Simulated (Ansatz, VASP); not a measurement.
**Re in VASP and in Ansatz**

```
Re
1.0
     0.00000    1.75961    2.48809
     1.75961    0.00000    2.48809
     1.75961    1.75961    0.00000
Re
1
Direct
  0.00000 0.00000 0.00000
```

Alike in both runs: task single point; functional PBEsol; k mesh 22 × 22 × 22; occupations gaussian, width 0.15 eV; no spin polarisation.

|  | VASP | Ansatz |
| --- | --- | --- |
| version | VASP 6.6.1 | Ansatz 0.2.0 |
| potentials or method | VASP PAW PBE potentials, release 64 (Re), cutoff 520 eV | scalar-relativistic, plane waves, PAW |
| valence electrons in the cell | 7 | 15 |

|  | VASP | Ansatz | Ansatz less VASP |
| --- | --- | --- | --- |
| gap on the k mesh at the Fermi level (eV) | none | none | - |
| pressure (GPa) | 2.5 | 3.2 | +0.72 |
| traceless stress, the component that is largest in VASP (GPa) | -46.04 | -47.33 | -1.287 |

VASP's potentials were made for PBE, not for PBEsol. A gap of «none» marks a metal or a gap that the smearing closes. With one functional, cell and mesh, what is left measures potentials, basis and numerics. VASP's potentials hold 7 valence electrons a cell and Ansatz's 15, so a difference there can come from the potentials and not from the codes.

Spin-orbit coupling is off throughout.
